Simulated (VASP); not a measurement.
# LiGeH3 (Fm-3m) in VASP: single point with PBE

Aim: the single point of LiGeH3 with PBE.

All numbers are computed with VASP 6.6.1; they aren't measurements. Logs are shortened: lines on timing, memory, paths and dates and some standing lists are left out, and cuts for length are marked.

## 1. The cell of the first run

The structure is cubic, space group Fm-3m (No. 225). The conventional cell has a = 7.601 Å, b = 7.601 Å, c = 7.601 Å, α = 90.00°, β = 90.00°, γ = 90.00°. Li (site symmetry m-3m) has 6 H at 2.03 Å within 2.7 Å. Within 2.4 Å of Li (site symmetry m-3m) lie 6 H at 1.77 Å. Within 3.5 Å of Ge (site symmetry -43m) lie 12 H at 2.69 Å and 8 Li at 3.29 Å. Within 2.4 Å of H (site symmetry 4mm) lie 2 Li at 1.77 to 2.03 Å.

## 2. Single point, PBE

The input, INCAR:

```
SYSTEM = LiGeH3
ALGO = Normal ; EDIFF = 1E-6
ENCUT = 520 ; GGA = PE
ISIF = 2 ; ISMEAR = 0
LASPH = .True. ; LCHARG = .True.
LELF = .True. ; LREAL = .False.
LVHAR = .True. ; LWAVE = .False.
NBANDS = 31 ; NELM = 100
PREC = Accurate ; SIGMA = 0.1
```

The input, KPOINTS:

```
k-points
0
Gamma
  4 4 4
  0 0 0
```

The input, POSCAR:

```
LiGeH3
1.0
    0.0000000000      3.8006901700      3.8006901700
    3.8006901700      0.0000000000      3.8006901700
    3.8006901700      3.8006901700      0.0000000000
Li Ge H
2 2 6
Direct
    0.5000000000      0.5000000000      0.5000000000
    0.0000000000      0.0000000000      0.0000000000
    0.7500000000      0.7500000000      0.7500000000
    0.2500000000      0.2500000000      0.2500000000
    0.7667005700      0.2332994300      0.2332994300
    0.2332994300      0.2332994300      0.7667005700
    0.2332994300      0.7667005700      0.7667005700
    0.2332994300      0.7667005700      0.2332994300
    0.7667005700      0.2332994300      0.7667005700
    0.7667005700      0.7667005700      0.2332994300
```

Potentials or basis: VASP PAW PBE potentials, release 64 (Li_sv, Ge_d, H).

Run with:

```console
> cat potpaw_PBE.64/Li_sv/POTCAR potpaw_PBE.64/Ge_d/POTCAR potpaw_PBE.64/H/POTCAR > POTCAR
> mpirun -np 1 vasp_std > vasp.out
```

OUTCAR:

```text
SYSTEM = LiGeH3
   EDIFF = 1E-6
   ENCUT = 520
   GGA = PE
   ISIF = 2
   ISMEAR = 0
   LASPH = .True.
   LREAL = .False.
   NELM = 100
   PREC = Accurate

 ion  position               nearest neighbor table
   1  0.500  0.500  0.500-
   2  0.000  0.000  0.000-
   3  0.750  0.750  0.750-
   4  0.250  0.250  0.250-
   5  0.767  0.233  0.233-
   6  0.233  0.233  0.767-
   7  0.233  0.767  0.767-
   8  0.233  0.767  0.233-
   9  0.767  0.233  0.767-
  10  0.767  0.767  0.233-

  LATTYP: Found a face centered cubic cell.
 ALAT       =     7.6013803400

  Lattice vectors:

 A1 = (   0.0000000000,   3.8006901700,   3.8006901700)
 A2 = (   3.8006901700,   0.0000000000,   3.8006901700)
 A3 = (   3.8006901700,   3.8006901700,   0.0000000000)

Analysis of symmetry for initial positions (statically):
=====================================================================
 Subroutine PRICEL returns:
 Original cell was already a primitive cell.

 Routine SETGRP: Setting up the symmetry group for a
 face centered cubic supercell.

 Subroutine GETGRP returns: Found 48 space group operations
 (whereof 48 operations were pure point group operations)
 out of a pool of 48 trial point group operations.

The static configuration has the point symmetry O_h .

Analysis of symmetry for dynamics (positions and initial velocities):
=====================================================================
 Subroutine PRICEL returns:
 Original cell was already a primitive cell.

 Routine SETGRP: Setting up the symmetry group for a
 face centered cubic supercell.

 Subroutine GETGRP returns: Found 48 space group operations
 (whereof 48 operations were pure point group operations)
 out of a pool of 48 trial point group operations.

The dynamic configuration has the point symmetry O_h .

 Subroutine INISYM returns: Found 48 space group operations
 (whereof 48 operations are pure point group operations),
 and found     1 'primitive' translations

----------------------------------------------------------------------------------------

                                     Primitive cell

  volume of cell :     109.8038

[... 90 lines left out ...]
   NSW    =      0    number of steps for IOM
   IBRION =     -1    ionic relax: 0-MD 1-quasi-New 2-CG
   NFREE  =      0    steps in history (QN), initial steepest desc. (CG)
   ISIF   =      2    stress and relaxation
   ISYM   =      2    0-nonsym 1-usesym 2-fastsym
   POTIM  = 0.5000    time-step for ionic-motion
   TEBEG  =    0.0;   TEEND  =   0.0 temperature during run
   PSTRESS=    0.0 pullay stress
   NELECT =      40.0000    total number of electrons
   NUPDOWN=      -1.0000    fix difference up-down
   EMIN   =  10.00;   EMAX   =-10.00  energy-range for DOS
   EFERMI =   0.00;   METHOD = LEGACY
   ISMEAR =     0;   SIGMA  =   0.10  broadening in eV -4-tet -1-fermi 0-gaus
   EFERMI_NEDOS =   21; number of points for ismear=-14 and -15
   IALGO  =     38    algorithm
   IMIX   =      4    mixing-type and parameters
     AMIX     =   0.40;   BMIX     =  1.00
     AMIX_MAG =   1.60;   BMIX_MAG =  1.00
  volume/ion in A,a.u.               =      10.98        74.10
  Fermi-wavevector in a.u.,A,eV,Ry     =   1.169201  2.209469 18.599573  1.367030
  Thomas-Fermi vector in A             =   2.305677
   LORBIT       =      0    0 simple, 1 ext, 2 COOP (PROOUT), +10 PAW based schemes
   GGA     = PE    functional components
   LHFCALC =     F    Hartree Fock is set to
   AEXX    =    0.0000 exact exchange contribution
   IVDW    =     0    specifies the selected vdW correction
   LEPSILON=     F    determine dielectric tensor
   LRPA    =     F    only Hartree local field effects (RPA)
 non-spin polarized calculation
 Gauss-broadening in eV      SIGMA  =   0.10
  energy-cutoff  :      520.00
  volume of cell :      109.80
 maximum number of plane-waves:      2996
   NGX = 19   NGY = 19   NGZ = 19

 number of electron      39.9999988 magnetization

 Free energy of the ion-electron system (eV)
  ---------------------------------------------------
  ext. energy  EPLUGINS =         0.00000000
  ---------------------------------------------------
  free energy    TOTEN  =       -28.18271033 eV

  energy without entropy =      -28.17007770  energy(sigma->0) =      -28.17639401

 E-fermi :   1.6400     XC(G=0):  -9.0482

 val. band max:        1.6114656283   @ k =   0.2500   0.2500   0.0000
 cond. band min:       1.7219344680   @ k =   0.2500   0.0000   0.0000
 fundamental gap:      0.1104688397
 Fermi energy:         1.6399613896

 k-point     1 :       0.0000    0.0000    0.0000
  band No.  band energies     occupation
      1     -43.3557      2.00000
      2     -42.6363      2.00000
      3     -23.9473      2.00000
      4     -23.9473      2.00000
      5     -23.9427      2.00000
      6     -23.9427      2.00000
[... 261 lines left out ...]
     30      10.1576      0.00000
     31      10.1700      0.00000

------------------------ aborting loop because EDIFF is reached ----------------------------------------

  FORCE on cell =-STRESS in cart. coord.  units (eV):
  Direction    XX          YY          ZZ          XY          YZ          ZX
  --------------------------------------------------------------------------------------
  -------------------------------------------------------------------------------------
  Total       -5.3814395     -5.3814395     -5.3814395     -0.0000000      0.0000000      0.0000000
  in kB      -78.5220535    -78.5220535    -78.5220535     -0.0000000      0.0000000      0.0000000
  external PRESSURE =     -78.5220535 kB  Pullay stress =       0.0000000 kB

 VOLUME and BASIS-vectors are now :
 -----------------------------------------------------------------------------
  energy-cutoff  :      520.00
  volume of cell :      109.80
      direct lattice vectors                 reciprocal lattice vectors
     0.000000000  3.800690170  3.800690170    -0.131555054  0.131555054  0.131555054
     3.800690170  0.000000000  3.800690170     0.131555054 -0.131555054  0.131555054
     3.800690170  3.800690170  0.000000000     0.131555054  0.131555054 -0.131555054

 POSITION                                       TOTAL-FORCE (eV/Angst)
 -----------------------------------------------------------------------------------
      3.80069      3.80069      3.80069         0.000000      0.000000      0.000000
      0.00000      0.00000      0.00000         0.000000      0.000000      0.000000
      5.70104      5.70104      5.70104         0.000000      0.000000      0.000000
      1.90035      1.90035      1.90035         0.000000      0.000000     -0.000000
      1.77340      3.80069      3.80069         0.629648      0.000000      0.000000
      3.80069      3.80069      1.77340         0.000000      0.000000      0.629648
      5.82798      3.80069      3.80069        -0.629648      0.000000      0.000000
      3.80069      1.77340      3.80069         0.000000      0.629648      0.000000
      3.80069      5.82798      3.80069         0.000000     -0.629648      0.000000
      3.80069      3.80069      5.82798         0.000000      0.000000     -0.629648
 -----------------------------------------------------------------------------------
    total drift:                               -0.000000     -0.000000      0.000000

  FREE ENERGIE OF THE ION-ELECTRON SYSTEM (eV)
  ---------------------------------------------------
  free  energy   TOTEN  =       -28.1827103276 eV

  energy  without entropy=      -28.1700776963  energy(sigma->0) =      -28.17639401
```

OSZICAR:

```text
N       E                     dE             d eps       ncg     rms          rms(c)
DAV:   1     0.301979452708E+03    0.30198E+03   -0.18403E+04   599   0.238E+03
DAV:   2     0.231099519232E+02   -0.27887E+03   -0.26770E+03   496   0.653E+02
DAV:   3    -0.265460978628E+02   -0.49656E+02   -0.49067E+02   594   0.150E+02
DAV:   4    -0.316503074247E+02   -0.51042E+01   -0.50644E+01   872   0.393E+01
DAV:   5    -0.318644318646E+02   -0.21412E+00   -0.21407E+00   648   0.806E+00    0.821E+00
DAV:   6    -0.285232271157E+02    0.33412E+01   -0.30609E+00   679   0.108E+01    0.282E+00
DAV:   7    -0.281815907717E+02    0.34164E+00   -0.25092E+00   621   0.471E+00    0.109E+00
DAV:   8    -0.281931558053E+02   -0.11565E-01   -0.37314E-01   615   0.363E+00    0.603E-01
DAV:   9    -0.281846651081E+02    0.84907E-02   -0.74170E-02   582   0.136E+00    0.246E-01
DAV:  10    -0.281825064220E+02    0.21587E-02   -0.11069E-02   613   0.742E-01    0.947E-02
DAV:  11    -0.281826783224E+02   -0.17190E-03   -0.62161E-04   620   0.143E-01    0.504E-02
DAV:  12    -0.281827035792E+02   -0.25257E-04   -0.94577E-05   653   0.945E-02    0.132E-02
DAV:  13    -0.281827106889E+02   -0.71097E-05   -0.88296E-06   620   0.257E-02    0.286E-03
DAV:  14    -0.281827103276E+02    0.36134E-06   -0.48990E-07   311   0.782E-03
   1 F= -.28182710E+02 E0= -.28176394E+02  d E =-.126326E-01
```

Wall time 30 s (1 thread of Intel Xeon Platinum 8488C (Sapphire Rapids), shared host); peak memory 0.23 GiB.

Results:

```yaml
Free_energy: -28.1827 eV
Largest_force: 0.630 eV/Å
Band_gap_on_the_k_mesh: zero (band 20 reaches 1.90 eV, above the bottom of band 21 at 0.70 eV)
```

Forces in eV/Å, atoms in the order of the input:
```
Li   0.000  0.000  0.000
Li   0.000  0.000  0.000
Ge   0.000  0.000  0.000
Ge   0.000  0.000  0.000
H    0.630  0.000  0.000
H    0.000  0.000  0.630
H   -0.630  0.000  0.000
H    0.000  0.630  0.000
H    0.000 -0.630  0.000
H    0.000  0.000 -0.630
```

Caveat: the cutoff is under 1.25 times the usual one of these potentials, so pressure, stress and relaxed cells hold a basis-set (Pulay) error.
